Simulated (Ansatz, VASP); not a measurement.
**Te2Mo in VASP and in Ansatz**

File INCAR:

```
  PREC = Accurate
  ENCUT = 520
  EDIFF = 1E-6
  ISMEAR = 1
  SIGMA = 0.2
  LREAL = False
  LASPH = True
  NELM = 60
  ALGO = Normal
  ISIF = 2
  LWAVE = False
  LCHARG = False
  GGA = PE
  NBANDS = 20
```

File KPOINTS:

```
regular mesh
0
Gamma
  6 6 6
```

The input POSCAR:

```
Te2Mo
1.0
    1.7734078919      1.0238775238      7.1041367115
   -1.7734078919      1.0238775238      7.1041367115
    0.0000000000     -2.0477550476      7.1041367115
Mo Te
1 2
Direct
   -0.0000368534     -0.0000368534     -0.0000368534
    0.4174226661      0.4174226661      0.4174226661
    0.2492808540      0.2492808540      0.2492808540
```

Input for Ansatz:

```yaml
crystal:
  lattice:
    - [1.7734078919, 1.0238775238, 7.1041367115]
    - [-1.7734078919, 1.0238775238, 7.1041367115]
    - [0.0, -2.0477550476, 7.1041367115]
  atoms:
    - { symbol: Mo, position: [-3.68534e-05, -3.68534e-05, -3.68534e-05] }
    - { symbol: Te, position: [0.4174226661, 0.4174226661, 0.4174226661] }
    - { symbol: Te, position: [0.249280854, 0.249280854, 0.249280854] }
kpoints:
  mp_grid: { grid: [6, 6, 6] }
hamiltonian:
  xc: pbe
scf:
  occupations: { method: methfessel_paxton, width: 0.2 }
  n_extra_bands: 4
output:
  forces: true
  stress: true
  eigenvalues: true
```

Alike in both runs: task single point; functional PBE; k mesh 6 × 6 × 6; occupations methfessel-paxton of order 1, width 0.2 eV; no spin polarisation.

```csv
,VASP,Ansatz
version,VASP 6.6.1,Ansatz 0.2.0
potentials or method,"VASP PAW PBE potentials, release 64 (Mo_sv, Te)",plane waves
plane-wave cutoff (eV),520,420
valence electrons in the cell,26,46
```

|  | VASP | Ansatz | Ansatz less VASP |
| --- | --- | --- | --- |
| pressure (GPa) | 1.9 | 1.9 | -0.01 |
| traceless stress, the component that is largest in VASP (GPa) | 0.83 | 0.85 | +0.014 |
| rms of the force components (eV/Å) | 0.100 | 0.096 | -0.0040 |

Atom by atom the forces differ by 0.004 eV/Å (rms over components). With one functional, cell and mesh, what is left measures potentials, basis and numerics. VASP's potentials hold 26 valence electrons a cell and Ansatz's 46, so a difference there can come from the potentials and not from the codes.

Spin-orbit coupling is off throughout.
